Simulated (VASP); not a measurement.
# Cr (Im-3m) in VASP: notebook

Runs on Cr. Level: PBE+D3(BJ). Tasks: single point, relaxation of cell and atoms.

Everything below comes from runs of VASP 6.6.1. Logs are shortened: lines on timing, memory, paths and dates and some standing lists are left out, and cuts for length are marked.

### 1 The cell of the first run

Symmetry: Im-3m, No. 229, cubic system. The conventional cell has a = 2.884 Å, b = 2.884 Å, c = 2.884 Å, α = 90.00°, β = 90.00°, γ = 90.00°. Within 3.3 Å of Cr (site symmetry m-3m) lie 14 Cr at 2.50 to 2.88 Å.

### 2 Single point, PBE+D3(BJ), collinear spin, ferromagnetic start

File INCAR:

```
SYSTEM = Cr
ALGO     = Normal         ! electronic algorithm
EDIFF    = 1E-6           ! SCF threshold, eV
ENCUT    = 500            ! plane-wave cutoff, eV
GGA      = PE             ! functional
GGA_COMPAT= .FALSE.      
ISIF     = 2              ! what is computed and relaxed
ISMEAR   = 0              ! smearing method
ISPIN    = 2              ! spin polarisation
IVDW     = 12             ! dispersion correction
LASPH    = .TRUE.         ! aspherical terms in the spheres
LCHARG   = .TRUE.         ! write CHGCAR
LELF     = .TRUE.         ! ELF
LMAXMIX  = 4              ! l up to which the mixer works
LORBIT   = 11             ! projections on sites
LREAL    = .FALSE.        ! projectors in reciprocal space
LVHAR    = .TRUE.       
LWAVE    = .FALSE.        ! write WAVECAR
MAGMOM   = 3              ! initial moments
NBANDS   = 16             ! bands
NELM     = 200            ! most SCF steps
PREC     = Accurate       ! precision mode
SIGMA    = 0.1            ! smearing width, eV
```

File KPOINTS:

```
k-points
0
G
  8 8 8
  0 0 0
```

File POSCAR:

```
Cr
1.0
   -1.4419500000      1.4419500000      1.4419500000
    1.4419500000     -1.4419500000      1.4419500000
    1.4419500000      1.4419500000     -1.4419500000
Cr
1
Direct
    0.0000000000      0.0000000000      0.0000000000
```

Potentials or basis: VASP PAW PBE potentials, release 64 (Cr_pv).

Command:

```console
cat potpaw_PBE.64/Cr_pv/POTCAR > POTCAR
mpirun -np 1 vasp_std > vasp.out
```

OUTCAR:

```text
SYSTEM = Cr
   EDIFF = 1E-6
   ENCUT = 500
   GGA = PE
   ISIF = 2
   ISMEAR = 0
   ISPIN = 2
   IVDW = 12
   LASPH = .TRUE.
   LORBIT = 11
   LREAL = .FALSE.
   NELM = 200
   PREC = Accurate
 IVDW          = 12

 ion  position               nearest neighbor table
   1  0.000  0.000  0.000-

  LATTYP: Found a body centered cubic cell.
 ALAT       =     2.8839000000

  Lattice vectors:

 A1 = (  -1.4419500000,   1.4419500000,   1.4419500000)
 A2 = (   1.4419500000,  -1.4419500000,   1.4419500000)
 A3 = (   1.4419500000,   1.4419500000,  -1.4419500000)

Analysis of symmetry for initial positions (statically):
=====================================================================
 Subroutine PRICEL returns:
 Original cell was already a primitive cell.

 Routine SETGRP: Setting up the symmetry group for a
 body centered cubic supercell.

 Subroutine GETGRP returns: Found 48 space group operations
 (whereof 48 operations were pure point group operations)
 out of a pool of 48 trial point group operations.

The static configuration has the point symmetry O_h .

Analysis of symmetry for dynamics (positions and initial velocities):
=====================================================================
 Subroutine PRICEL returns:
 Original cell was already a primitive cell.

 Routine SETGRP: Setting up the symmetry group for a
 body centered cubic supercell.

 Subroutine GETGRP returns: Found 48 space group operations
 (whereof 48 operations were pure point group operations)
 out of a pool of 48 trial point group operations.

The dynamic configuration has the point symmetry O_h .

Analysis of structural, dynamic, and magnetic symmetry:
=====================================================================
 Subroutine PRICEL returns:
 Original cell was already a primitive cell.

 Routine SETGRP: Setting up the symmetry group for a
 body centered cubic supercell.

 Subroutine GETGRP returns: Found 48 space group operations
 (whereof 48 operations were pure point group operations)
 out of a pool of 48 trial point group operations.

The overall configuration has the point symmetry O_h .

 Subroutine INISYM returns: Found 48 space group operations
 (whereof 48 operations are pure point group operations),
 and found     1 'primitive' translations

----------------------------------------------------------------------------------------

                                     Primitive cell

  volume of cell :      11.9925

  direct lattice vectors                    reciprocal lattice vectors
    -1.441950000  1.441950000  1.441950000     0.000000000  0.346752661  0.346752661
     1.441950000 -1.441950000  1.441950000     0.346752661  0.000000000  0.346752661
     1.441950000  1.441950000 -1.441950000     0.346752661  0.346752661  0.000000000

  length of vectors
     2.497530662  2.497530662  2.497530662     0.490382316  0.490382316  0.490382316

  position of ions in fractional coordinates (direct lattice)
     0.000000000  0.000000000  0.000000000

  ion indices of the primitive-cell ions
   primitive index   ion index
                 1           1

----------------------------------------------------------------------------------------

 KPOINTS: k-points

Automatic generation of k-mesh.
 Grid dimensions read from file:
 generate k-points for:    8    8    8

 Generating k-lattice:

  Cartesian coordinates                     Fractional coordinates (reciprocal lattice)
     0.000000000  0.043344083  0.043344083     0.125000000  0.000000000  0.000000000
     0.043344083  0.000000000  0.043344083     0.000000000  0.125000000  0.000000000
     0.043344083  0.043344083  0.000000000     0.000000000  0.000000000  0.125000000

  Length of vectors
     0.061297790  0.061297790  0.061297790

  Shift w.r.t. Gamma in fractional coordinates (k-lattice)
     0.000000000  0.000000000  0.000000000

 Subroutine IBZKPT returns following result:
 ===========================================

 Found     29 irreducible k-points:

 Following reciprocal coordinates:
            Coordinates               Weight
  0.000000  0.000000  0.000000      1.000000
  0.125000  0.000000  0.000000     12.000000
  0.250000  0.000000  0.000000     12.000000
  0.375000  0.000000  0.000000     12.000000
  0.500000  0.000000  0.000000      6.000000
  0.125000  0.125000  0.000000     24.000000
[... 16 lines left out ...]
 -0.250000  0.250000  0.250000      6.000000
 -0.375000  0.375000  0.250000     24.000000
 [... further k-points ...]
   k-points           NKPTS =     29   k-points in BZ     NKDIM =     29   number of bands    NBANDS=     16
   number of dos      NEDOS =    301   number of ions     NIONS =      1
   total plane-waves  NPLWV =   5832
   dimension x,y,z NGX =    18 NGY =   18 NGZ =   18
   dimension x,y,z NGXF=    36 NGYF=   36 NGZF=   36
   ions per type =               1
   NGX,Y,Z   is equivalent  to a cutoff of  11.98, 11.98, 11.98 a.u.
   NGXF,Y,Z  is equivalent  to a cutoff of  23.96, 23.96, 23.96 a.u.
 SYSTEM =  Cr
   PREC   = accura    normal or accurate (medium, high low for compatibility)
   ISTART =      0    job   : 0-new  1-cont  2-samecut
   ICHARG =      2    charge: 1-file 2-atom 10-const
   ISPIN  =      2    spin polarized calculation?
   LNONCOLLINEAR =      F non collinear calculations
   LSORBIT =      F    spin-orbit coupling
   LASPH  =      T    aspherical Exc in radial PAW
   ENCUT  =  500.0 eV  36.75 Ry    6.06 a.u.   4.55  4.55  4.55*2*pi/ulx,y,z
   NELM   =    200;   NELMIN=  2; NELMDL= -5     # of ELM steps
   EDIFF  = 0.1E-05   stopping-criterion for ELM
   LREAL  =      F    real-space projection
   EDIFFG = 0.1E-04   stopping-criterion for IOM
   NSW    =      0    number of steps for IOM
   IBRION =     -1    ionic relax: 0-MD 1-quasi-New 2-CG
   NFREE  =      0    steps in history (QN), initial steepest desc. (CG)
   ISIF   =      2    stress and relaxation
   ISYM   =      2    0-nonsym 1-usesym 2-fastsym
   POTIM  = 0.5000    time-step for ionic-motion
   TEBEG  =    0.0;   TEEND  =   0.0 temperature during run
   PSTRESS=    0.0 pullay stress
   NELECT =      12.0000    total number of electrons
   NUPDOWN=      -1.0000    fix difference up-down
   EMIN   =  10.00;   EMAX   =-10.00  energy-range for DOS
   EFERMI =   0.00;   METHOD = LEGACY
   ISMEAR =     0;   SIGMA  =   0.10  broadening in eV -4-tet -1-fermi 0-gaus
   EFERMI_NEDOS =   21; number of points for ismear=-14 and -15
   IALGO  =     38    algorithm
   IMIX   =      4    mixing-type and parameters
     AMIX     =   0.40;   BMIX     =  1.00
     AMIX_MAG =   1.60;   BMIX_MAG =  1.00
  volume/ion in A,a.u.               =      11.99        80.93
  Fermi-wavevector in a.u.,A,eV,Ry     =   1.637439  3.094310 36.480015  2.681205
  Thomas-Fermi vector in A             =   2.728578
   LORBIT       =     11    0 simple, 1 ext, 2 COOP (PROOUT), +10 PAW based schemes
   GGA     = PE    functional components
   LHFCALC =     F    Hartree Fock is set to
   AEXX    =    0.0000 exact exchange contribution
   IVDW    =    12    specifies the selected vdW correction
   LEPSILON=     F    determine dielectric tensor
   LRPA    =     F    only Hartree local field effects (RPA)
 spin polarized calculation
 Gauss-broadening in eV      SIGMA  =   0.10
  energy-cutoff  :      500.00
  volume of cell :       11.99
 maximum number of plane-waves:       321
   NGX =  9   NGY =  9   NGZ =  9

 number of electron      11.9999982 magnetization      -0.0007931

 number of electron      11.9999982 magnetization       0.0000291

 Free energy of the ion-electron system (eV)
  ---------------------------------------------------
  ext. energy  EPLUGINS =         0.00000000
  ---------------------------------------------------
  free energy    TOTEN  =        -9.50168126 eV

  energy without entropy =       -9.50136479  energy(sigma->0) =       -9.50152303

 E-fermi :  10.2701     XC(G=0): -13.4614

 val. band max:       10.0924175915   @ k =  -0.3750   0.5000   0.2500
 cond. band min:      10.4392882197   @ k =  -0.2500   0.2500   0.1250
 fundamental gap:      0.3468706282
 Fermi energy:        10.2701082426

 spin component 1

 k-point     1 :       0.0000    0.0000    0.0000
  band No.  band energies     occupation
      1     -32.3655      1.00000
      2     -32.3655      1.00000
      3     -32.3655      1.00000
      4       2.7255      1.00000
      5       9.5549      1.00000
      6       9.5549      1.00000
[... 8 lines left out ...]
     15      39.5911      0.00000
     16      43.8060      0.00000

 k-point     2 :       0.1250    0.0000    0.0000
  band No.  band energies     occupation
      1     -32.4886      1.00000
      2     -32.4037      1.00000
      3     -32.3661      1.00000
      4       3.3725      1.00000
      5       9.3180      1.00000
      6       9.4927      1.00000
[... 8 lines left out ...]
     15      39.7417      0.00000
     16      39.8782      0.00000

 k-point     3 :       0.2500    0.0000    0.0000
  band No.  band energies     occupation
      1     -32.7794      1.00000
      2     -32.4952      1.00000
      3     -32.3677      1.00000
      4       4.9785      1.00000
      5       8.7814      1.00000
      6       9.2540      1.00000
[... 8 lines left out ...]
     15      38.2514      0.00000
     16      39.5916      0.00000
[... 362 lines left out ...]
 k-point    23 :      -0.2500    0.2500    0.2500
  band No.  band energies     occupation
      1     -32.7950      1.00000
      2     -32.6367      1.00000
      3     -32.6367      1.00000
      4       6.5570      1.00000
      5       8.7359      1.00000
      6      10.0338      0.99958
[... 8 lines left out ...]
     15      42.9792      0.00000
     16      42.9792      0.00000

 k-point    24 :      -0.3750    0.3750    0.2500
  band No.  band energies     occupation
      1     -32.9649      1.00000
      2     -32.7351      1.00000
      3     -32.6607      1.00000
      4       7.1776      1.00000
      5       7.8584      1.00000
      6      10.0475      0.99918
[... 8 lines left out ...]
     15      41.6556      0.00000
     16      41.9905      0.00000

 [... further k-points ...]

 spin component 2

 k-point     1 :       0.0000    0.0000    0.0000
  band No.  band energies     occupation
      1     -32.3655      1.00000
      2     -32.3655      1.00000
      3     -32.3655      1.00000
      4       2.7256      1.00000
      5       9.5549      1.00000
      6       9.5549      1.00000
[... 8 lines left out ...]
     15      39.5913      0.00000
     16      43.8060      0.00000

 k-point     2 :       0.1250    0.0000    0.0000
  band No.  band energies     occupation
      1     -32.4885      1.00000
      2     -32.4037      1.00000
      3     -32.3661      1.00000
      4       3.3725      1.00000
      5       9.3179      1.00000
      6       9.4926      1.00000
[... 8 lines left out ...]
     15      39.7417      0.00000
     16      39.8782      0.00000

 k-point     3 :       0.2500    0.0000    0.0000
  band No.  band energies     occupation
      1     -32.7794      1.00000
      2     -32.4952      1.00000
      3     -32.3676      1.00000
      4       4.9785      1.00000
      5       8.7813      1.00000
      6       9.2540      1.00000
[... 8 lines left out ...]
     15      38.2514      0.00000
     16      39.5917      0.00000
[... 362 lines left out ...]
 k-point    23 :      -0.2500    0.2500    0.2500
  band No.  band energies     occupation
      1     -32.7949      1.00000
      2     -32.6367      1.00000
      3     -32.6367      1.00000
      4       6.5571      1.00000
      5       8.7361      1.00000
      6      10.0337      0.99959
[... 8 lines left out ...]
     15      42.9792      0.00000
     16      42.9792      0.00000

 k-point    24 :      -0.3750    0.3750    0.2500
  band No.  band energies     occupation
      1     -32.9649      1.00000
      2     -32.7351      1.00000
      3     -32.6606      1.00000
      4       7.1777      1.00000
      5       7.8586      1.00000
      6      10.0475      0.99918
[... 8 lines left out ...]
     15      41.6557      0.00000
     16      41.9905      0.00000

 [... further k-points ...]

------------------------ aborting loop because EDIFF is reached ----------------------------------------

 Edisp (eV)   -0.47615

 E8    (eV) :    -0.2116

  FORCE on cell =-STRESS in cart. coord.  units (eV):
  Direction    XX          YY          ZZ          XY          YZ          ZX
  --------------------------------------------------------------------------------------
  -------------------------------------------------------------------------------------
  Total      -1.17636    -1.17636    -1.17636     0.00000    -0.00000     0.00000
  in kB    -157.15954  -157.15954  -157.15954     0.00000    -0.00000     0.00000
  external pressure =     -157.16 kB  Pullay stress =        0.00 kB

 VOLUME and BASIS-vectors are now :
 -----------------------------------------------------------------------------
  energy-cutoff  :      500.00
  volume of cell :       11.99
      direct lattice vectors                 reciprocal lattice vectors
    -1.441950000  1.441950000  1.441950000     0.000000000  0.346752661  0.346752661
     1.441950000 -1.441950000  1.441950000     0.346752661  0.000000000  0.346752661
     1.441950000  1.441950000 -1.441950000     0.346752661  0.346752661  0.000000000

 POSITION                                       TOTAL-FORCE (eV/Angst)
 -----------------------------------------------------------------------------------
      0.00000      0.00000      0.00000        -0.000000      0.000000     -0.000000
 -----------------------------------------------------------------------------------
    total drift:                                0.000000      0.000000      0.000000

  FREE ENERGIE OF THE ION-ELECTRON SYSTEM (eV)
  ---------------------------------------------------
  free  energy   TOTEN  =        -9.9778264995 eV

  energy  without entropy=       -9.9775100345  energy(sigma->0) =       -9.97766827

 total charge

# of ion       s       p       d       tot
------------------------------------------
    1        0.428   6.390   4.157  10.975

 magnetization (x)

# of ion       s       p       d       tot
------------------------------------------
    1       -0.000  -0.000   0.000  -0.000
```

Wall time 19 s (1 thread of Intel Xeon Platinum 8259CL at 2.50GHz (Skylake/Cascade Lake), shared host); peak memory 0.13 GiB.

Results:

| Property | Result |
| --- | --- |
| Free energy | -9.9778 eV |
| Pressure | -15.7 GPa |
| Band gap on the k mesh | zero (filled and empty bands overlap) |
| Net moment | 0.00 μB per cell |
| Valence electrons inside the program's atomic spheres | Cr 10.97 |
| Dispersion energy per atom | -0.476 eV |

Caveat: the k points lie up to 0.39 Å⁻¹ apart; the starting moments collapsed, and a magnetic state may lie lower; pairwise dispersion overbinds metals, which lowers pressure and volume.

### 3 Relaxation of cell and atoms, PBE+D3(BJ)

File INCAR:

```
SYSTEM = Cr
ALGO = Normal
EDIFF = 1E-7
EDIFFG = -0.05
ENCUT = 500
GGA = PE
GGA_COMPAT = .False.
IBRION = 2
ISIF = 3
ISMEAR = 0
IVDW = 12
LASPH = .True.
LCHARG = .False.
LREAL = .False.
LWAVE = .False.
NELM = 120
NELMIN = 4
NSW = 100
PREC = Accurate
SIGMA = 0.1
```

File KPOINTS:

```
k-points
0
Gamma
  10 10 10
  0 0 0
```

POSCAR is that of step 2.

Potentials or basis: VASP PAW PBE potentials, release 64 (Cr_pv).

Command:

```console
cat potpaw_PBE.64/Cr_pv/POTCAR > POTCAR
mpirun -np 1 vasp_std > vasp.out
```

It took 22 s on 1 thread of Intel Xeon Platinum 8259CL at 2.50GHz (Skylake/Cascade Lake), shared host; peak memory 0.13 GiB.

The run converged. Its results:

```
Free energy                            : -10.0117 eV
Relaxed volume                         : 11.26 Å³/atom
Relaxed cell                           : a = 2.445 Å, b = 2.445 Å, c = 2.445 Å, α = 109.47°, β = 109.47°, γ = 109.47°
Space group after relaxing (to 0.05 Å) : Im-3m (No. 229)
Energy gained by relaxing              : 39.4 meV/atom
Ionic steps                            : 3
Pressure after relaxing                : -0.6 GPa
Band gap on the k mesh                 : zero (band 6 reaches 13.86 eV, above the bottom of band 7 at 10.38 eV)
Dispersion energy per atom             : -0.509 eV
```

Step by step:
| step | energy change (eV) | largest force (eV/Å) | pressure (GPa) | volume (Å³) |
| --- | --- | --- | --- | --- |
| 1 | 0.0000 | 0.0000 | -15.76 | 11.99 |
| 2 | 0.0885 | 0.0000 | 38.45 | 10.06 |
| 3 | -0.0394 | 0.0000 | -0.60 | 11.26 |

Final structure:
```
CELL_PARAMETERS angstrom
-1.41187 1.41187 1.41187
1.41187 -1.41187 1.41187
1.41187 1.41187 -1.41187
ATOMIC_POSITIONS crystal
Cr 0.00000 0.00000 0.00000
```

Levels at points of the mesh, in eV from the Fermi level:
```csv
k point,band 4,band 5,band 6,band 7,band 8,band 9
"(0.00, 0.00, 0.00)",-7.99,-1.00,-1.00,-1.00,1.12,1.12
"(0.50, 0.00, 0.00)",-4.61,-2.60,1.12,1.14,1.48,2.88
"(0.50, 0.50, 0.50)",-4.52,-4.52,2.47,2.47,2.47,7.05
```

Caveat: the run has no spin polarisation, though such a crystal can be magnetic; pairwise dispersion overbinds metals, which lowers pressure and volume. Spin polarisation is off, so any magnetic state and its effect on volume and gap are missing.
